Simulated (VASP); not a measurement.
# PbSe (Pm-3m) in VASP: further runs

Aim: see how the results for PbSe move with the level of theory and the settings. Levels: PBE-based screened hybrid with 25 % exact exchange, PBEsol-based screened hybrid with 25 % exact exchange. Tasks: single point.

Program: VASP 6.6.1. These are calculated values, not measurements. Logs are shortened: lines on timing, memory, paths and dates and some standing lists are left out, and cuts for length are marked.

### Step 1. The cell of the first run

The structure is cubic, space group Pm-3m (No. 221). The conventional cell has a = 3.784 Å, b = 3.784 Å, c = 3.784 Å, α = 90.00°, β = 90.00°, γ = 90.00°. Pb (site symmetry m-3m) has 8 Se at 3.28 Å and 6 Pb at 3.78 Å within 4.3 Å. Se (site symmetry m-3m) has 8 Pb at 3.28 Å and 6 Se at 3.78 Å within 4.3 Å.

### Step 2. Single point, PBE-based screened hybrid with 25 % exact exchange

Input file POSCAR:

```
PbSe
1.0
    3.7843220000      0.0000000000      0.0000000000
    0.0000000000      3.7843220000      0.0000000000
    0.0000000000      0.0000000000      3.7843220000
Pb Se
1 1
Direct
    0.0000000000      0.0000000000      0.0000000000
    0.5000000000      0.5000000000      0.5000000000
```

Input file INCAR.step1:

```
SYSTEM = PbSe
  PREC = Accurate
  ENCUT = 520
  EDIFF = 1E-5
  ISMEAR = -1
  SIGMA = 0.05
  LREAL = .False.
  LASPH = .True.
  NELM = 60
  ALGO = Normal
  ISIF = 2
  LWAVE = .True.
  LCHARG = .False.
  NBANDS = 17
  GGA = PE
```

Input file INCAR.step2:

```
SYSTEM = PbSe
  PREC = Accurate
  ENCUT = 520
  EDIFF = 1E-6
  ISMEAR = -1
  SIGMA = 0.05
  LREAL = .False.
  LASPH = .True.
  NELM = 60
  ALGO = Normal
  ISIF = 2
  LWAVE = .False.
  LCHARG = .False.
  GGA = PE
  LHFCALC = .True.
  AEXX = 0.25
  HFSCREEN = 0.3
  PRECFOCK = Normal
  NBANDS = 17
  ISTART = 1
```

Input file KPOINTS:

```
Automatic mesh
0
Gamma
  4 4 4
  0 0 0
```

Potentials or basis: VASP PAW PBE potentials, release 64 (Pb_d, Se).

Run with:

```sh
cat potpaw_PBE.64/Pb_d/POTCAR potpaw_PBE.64/Se/POTCAR > POTCAR
cp INCAR.step1 INCAR
mpirun -np 1 vasp_std > vasp.out
cp INCAR.step2 INCAR
mpirun -np 1 vasp_std > vasp.out
```

OUTCAR:

```text
SYSTEM = PbSe
   PREC = Accurate
   ENCUT = 520
   EDIFF = 1E-6
   ISMEAR = -1
   LREAL = .False.
   LASPH = .True.
   NELM = 60
   ISIF = 2
   GGA = PE
   LHFCALC = .True.
   AEXX = 0.25
   HFSCREEN = 0.3
   PRECFOCK = Normal
   ISTART = 1

 ion  position               nearest neighbor table
   1  0.000  0.000  0.000-   2 3.28   2 3.28   2 3.28   2 3.28   2 3.28   2 3.28   2 3.28   2 3.28

   2  0.500  0.500  0.500-   1 3.28   1 3.28   1 3.28   1 3.28   1 3.28   1 3.28   1 3.28   1 3.28

  LATTYP: Found a simple cubic cell.
 ALAT       =     3.7843220000

  Lattice vectors:

 A1 = (   3.7843220000,   0.0000000000,   0.0000000000)
 A2 = (   0.0000000000,   3.7843220000,   0.0000000000)
 A3 = (   0.0000000000,   0.0000000000,   3.7843220000)

Analysis of symmetry for initial positions (statically):
=====================================================================
 Subroutine PRICEL returns:
 Original cell was already a primitive cell.

 Routine SETGRP: Setting up the symmetry group for a
 simple cubic supercell.

 Subroutine GETGRP returns: Found 48 space group operations
 (whereof 48 operations were pure point group operations)
 out of a pool of 48 trial point group operations.

The static configuration has the point symmetry O_h .

Analysis of symmetry for dynamics (positions and initial velocities):
=====================================================================
 Subroutine PRICEL returns:
 Original cell was already a primitive cell.

 Routine SETGRP: Setting up the symmetry group for a
 simple cubic supercell.

 Subroutine GETGRP returns: Found 48 space group operations
 (whereof 48 operations were pure point group operations)
 out of a pool of 48 trial point group operations.

The dynamic configuration has the point symmetry O_h .

 Subroutine INISYM returns: Found 48 space group operations
 (whereof 48 operations are pure point group operations),
 and found     1 'primitive' translations

----------------------------------------------------------------------------------------

                                     Primitive cell

  volume of cell :      54.1956

[... 72 lines left out ...]
   NELM   =     60;   NELMIN=  2; NELMDL=  0     # of ELM steps
   EDIFF  = 0.1E-05   stopping-criterion for ELM
   LREAL  =      F    real-space projection
   EDIFFG = 0.1E-04   stopping-criterion for IOM
   NSW    =      0    number of steps for IOM
   IBRION =     -1    ionic relax: 0-MD 1-quasi-New 2-CG
   NFREE  =      0    steps in history (QN), initial steepest desc. (CG)
   ISIF   =      2    stress and relaxation
   ISYM   =      3    0-nonsym 1-usesym 2-fastsym
   POTIM  = 0.5000    time-step for ionic-motion
   TEBEG  =    0.0;   TEEND  =   0.0 temperature during run
   PSTRESS=    0.0 pullay stress
   NELECT =      20.0000    total number of electrons
   NUPDOWN=      -1.0000    fix difference up-down
   EMIN   =  10.00;   EMAX   =-10.00  energy-range for DOS
   EFERMI =   0.00;   METHOD = LEGACY
   ISMEAR =    -1;   SIGMA  =   0.05  broadening in eV -4-tet -1-fermi 0-gaus
   EFERMI_NEDOS =   21; number of points for ismear=-14 and -15
   IALGO  =     38    algorithm
   IMIX   =      1    mixing-type and parameters
     AMIX     =   0.40;   BMIX     =  1.00
     AMIX_MAG =   1.60;   BMIX_MAG =  1.00
  volume/ion in A,a.u.               =      27.10       182.87
  Fermi-wavevector in a.u.,A,eV,Ry     =   1.174258  2.219025 18.760817  1.378881
  Thomas-Fermi vector in A             =   2.310658
   LORBIT       =      0    0 simple, 1 ext, 2 COOP (PROOUT), +10 PAW based schemes
   GGA     = PE    functional components
   LHFCALC =     T    Hartree Fock is set to
   PRECFOCK=normal    Normal, Fast or Accurate (Low or Medium for compatibility)
   ENCUT4O =  -1.0   cutoff for four orbital integrals eV
   NKREDX  =     1    reduce k-point grid by
   NKREDY  =     1    reduce k-point grid by
   NKREDZ  =     1    reduce k-point grid by
   AEXX    =    0.2500 exact exchange contribution
   HFSCREEN=    0.3000 screening length (either q_TF or 0.3 A-1)
   HFSCREENC=   0.3000 screening length for correlation (either q_TF or 0.3 A-1)
   ENCUTFOCK=  -1.0 apply spherical cutoff to Coloumb kernel
   IVDW    =     0    specifies the selected vdW correction
   LEPSILON=     F    determine dielectric tensor
   LRPA    =     F    only Hartree local field effects (RPA)
 non-spin polarized calculation
  energy-cutoff  :      520.00
  volume of cell :       54.20
 maximum number of plane-waves:      1492
  NGX = 24; NGY = 24; NGZ = 24

 number of electron      20.0000009 magnetization

 Free energy of the ion-electron system (eV)
  ---------------------------------------------------
  ext. energy  EPLUGINS =         0.00000000
  ---------------------------------------------------
  free energy    TOTEN  =        -8.79313059 eV

  energy without entropy =       -8.78422434  energy(sigma->0) =       -8.78867747

 E-fermi :   5.0019     XC(G=0):  -8.3973

 val. band max:        4.8741466401   @ k =   0.5000   0.2500   0.0000
 cond. band min:       5.0367931432   @ k =   0.5000   0.5000   0.0000
 fundamental gap:      0.1626465031
 Fermi energy:         5.0019247021

 k-point     1 :       0.0000    0.0000    0.0000
  band No.  band energies     occupation
      1     -13.5464      2.00000
      2     -13.5464      2.00000
      3     -13.4014      2.00000
      4     -13.4014      2.00000
      5     -13.4014      2.00000
      6      -9.3458      2.00000
[... 177 lines left out ...]
      4     -13.3556      2.00000
      5     -13.3556      2.00000
      6      -7.1975      2.00000
[... 9 lines left out ...]
     16      19.8572      0.00000
     17      23.4591      0.00000

------------------------ aborting loop because EDIFF is reached ----------------------------------------

  FORCE on cell =-STRESS in cart. coord.  units (eV):
  Direction    XX          YY          ZZ          XY          YZ          ZX
  --------------------------------------------------------------------------------------
  -------------------------------------------------------------------------------------
  Total       -0.3169299     -0.3169299     -0.3169299      0.0000000      0.0000000     -0.0000000
  in kB       -9.3693531     -9.3693531     -9.3693531      0.0000000      0.0000000     -0.0000000
  external PRESSURE =      -9.3693531 kB  Pullay stress =       0.0000000 kB

 VOLUME and BASIS-vectors are now :
 -----------------------------------------------------------------------------
  energy-cutoff  :      520.00
  volume of cell :       54.20
      direct lattice vectors                 reciprocal lattice vectors
     3.784322000  0.000000000  0.000000000     0.264248127  0.000000000  0.000000000
     0.000000000  3.784322000  0.000000000     0.000000000  0.264248127  0.000000000
     0.000000000  0.000000000  3.784322000     0.000000000  0.000000000  0.264248127

 POSITION                                       TOTAL-FORCE (eV/Angst)
 -----------------------------------------------------------------------------------
      0.00000      0.00000      0.00000         0.000000      0.000000      0.000000
      1.89216      1.89216      1.89216         0.000000      0.000000      0.000000
 -----------------------------------------------------------------------------------
    total drift:                               -0.000003     -0.000002     -0.000002

  FREE ENERGIE OF THE ION-ELECTRON SYSTEM (eV)
  ---------------------------------------------------
  free  energy   TOTEN  =        -8.7931305876 eV

  energy  without entropy=       -8.7842243443  energy(sigma->0) =       -8.78867747
```

Wall time 18 min (1 thread of Intel Xeon 8259CL, shared host); peak memory 0.29 GiB.

Results:

```yaml
Free_energy: -8.7931 eV
Pressure: -0.9 GPa
Band_gap_on_the_k_mesh: zero (bands 10 and 11 overlap by 0.35 eV)
```

Caveat: the k points lie up to 0.42 Å⁻¹ apart; the PAW data sets were made with another functional, which shifts forces and pressure a little; spin-orbit coupling is left out, which moves the levels of the heavy elements.

### Step 3. Single point, PBEsol-based screened hybrid with 25 % exact exchange

POSCAR is that of step 2.

Input file INCAR.step1:

```
ALGO = Normal ; EDIFF = 1E-5
ENCUT = 520 ; GGA = PE
ISIF = 2 ; ISMEAR = -1
LASPH = True ; LREAL = False
LWAVE = True ; NBANDS = 17
NELM = 100 ; PREC = Accurate
SIGMA = 0.05
```

Input file INCAR.step2:

```
AEXX = 0.25 ; ALGO = Normal
EDIFF = 1E-6 ; ENCUT = 520
GGA = PS ; HFSCREEN = 0.207
ISIF = 2 ; ISMEAR = -1
ISTART = 1 ; LASPH = True
LCHARG = True ; LELF = True
LHFCALC = True ; LREAL = False
LVHAR = True ; LWAVE = False
NBANDS = 17 ; NELM = 100
PREC = Accurate ; PRECFOCK = Normal
SIGMA = 0.05
```

Input file KPOINTS:

```
k-points
0
Gamma
  4 4 4
```

Potentials or basis: VASP PAW PBE potentials, release 64 (Pb_d, Se).

Run with:

```sh
cat potpaw_PBE.64/Pb_d/POTCAR potpaw_PBE.64/Se/POTCAR > POTCAR
cp INCAR.step1 INCAR
mpirun -np 1 vasp_std > vasp.out
cp INCAR.step2 INCAR
mpirun -np 1 vasp_std > vasp.out
```

It took 15 min on 1 thread of Intel Xeon 8259CL, shared host; peak memory 0.29 GiB.

Results (log left out):

```
Free energy            : -9.6162 eV
Pressure               : -3.1 GPa
Band gap on the k mesh : zero (bands 10 and 11 overlap by 0.35 eV)
```

Levels at points of the mesh, in eV from the Fermi level:
```tsv
k point	band 7	band 8	band 9	band 10	band 11	band 12	band 13	band 14
(0.00, 0.00, 0.00)	-7.46	-1.66	-1.66	-1.66	5.77	5.77	7.00	7.00
(0.50, 0.00, 0.00)	-9.73	-0.30	-0.30	-0.18	0.55	4.05	4.05	7.27
(0.50, 0.50, 0.00)	-7.97	-4.79	-4.79	0.05	4.92	4.92	5.81	7.56
(0.50, 0.50, 0.50)	-6.79	-2.58	-2.58	-2.58	-0.31	-0.31	-0.31	15.00
```

Caveat: the k points lie up to 0.42 Å⁻¹ apart; the PAW data sets were made with another functional, which shifts forces and pressure a little; spin-orbit coupling is left out, which moves the levels of the heavy elements.

The gap in the log of VASP goes by the Fermi energy; the results here count the filled bands.